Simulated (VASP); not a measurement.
A run of VASP 6.6.1 is set up as follows.

The input INCAR:

```
SYSTEM = H2CSF4
ALGO = Normal ; EDIFF = 1E-6
ENCUT = 520 ; GGA = PE
ISIF = 2 ; ISMEAR = -1
LASPH = .True. ; LCHARG = .False.
LREAL = Auto ; LWAVE = .False.
NBANDS = 102 ; NELM = 60
PREC = Accurate ; SIGMA = 0.02
```

The input KPOINTS:

```
k-points
0
Gamma
  1 1 1
  0 0 0
```

File POSCAR:

```
H2CSF4
1.0
    9.2255750000      0.0000000000      0.0000000000
    0.0000000000      9.2255750000      0.0000000000
    0.0000000000      0.0000000000      9.2255750000
S H C F
4 8 4 16
Direct
    0.3887019936      0.6755759585      0.4368613056
    0.6767304755      0.1076422710      0.7740261469
    0.1221598940      0.0838601507      0.9737216873
    0.9661765925      0.4518143708      0.5048327328
    0.2615718376      0.6059871619      0.4090055250
    0.4282591460      0.5733269171      0.5345573170
    0.7787371630      0.1814299252      0.8523820194
    0.6609309660      0.0088935164      0.8812787542
    0.0589960373      0.0079888169      0.8644812691
    0.2478589140      0.0965882551      0.8993428676
    0.9768552203      0.3580827096      0.3915548386
    1.0269178826      0.3545275164      0.5961275052
    0.5164092762      0.2849659367      0.2354079058
    0.5574538254      0.6692472648      0.8837163579
    0.9636726143      0.9627481337      0.4410176725
    0.0899563187      0.5635348819      0.0152935369
    0.3777510805      0.3231136868      0.2549296802
    0.5917865594      0.3979457369      0.1856703630
    0.5726382960      0.2407186238      0.3614171072
    0.5229898487      0.1766148940      0.1390273124
    0.6269551994      0.7550567471      0.9784033923
    0.4709317102      0.5781322976      0.9548944013
    0.4781984181      0.7516374667      0.7943813829
    0.6545578099      0.5940875070      0.8068672300
    1.0255353123      1.0482725285      0.5414231097
    0.8586577847      0.8845176248      0.5024866012
    0.9077995105      1.0464683382      0.3356690779
    1.0636069039      0.8743805173      0.3841107755
    0.1727388698      0.6071455762      0.1263515703
   -0.0280614333      0.4956063625      0.0665531713
    0.0490978619      0.6783686760     -0.0633498296
    0.1654065109      0.4728180301     -0.0685812874
```

Potentials or basis: VASP PAW PBE potentials, release 64 (S, H, C, F).

Run with:

```sh
$ cat potpaw_PBE.64/S/POTCAR potpaw_PBE.64/H/POTCAR potpaw_PBE.64/C/POTCAR potpaw_PBE.64/F/POTCAR > POTCAR
$ mpirun -np 1 vasp_gam > vasp.out
```

Task: Estimate the band gap on the k mesh.

Result: 4.08 eV.

Task: What does it give for the largest force?

Result: 0.475 eV/Å.

Stress tensor (GPa, compression positive):
```
 0.17 -0.08 -0.08
-0.08  0.32 -0.03
-0.08 -0.03  0.23
```

Caveat: the k points lie up to 0.68 Å⁻¹ apart.
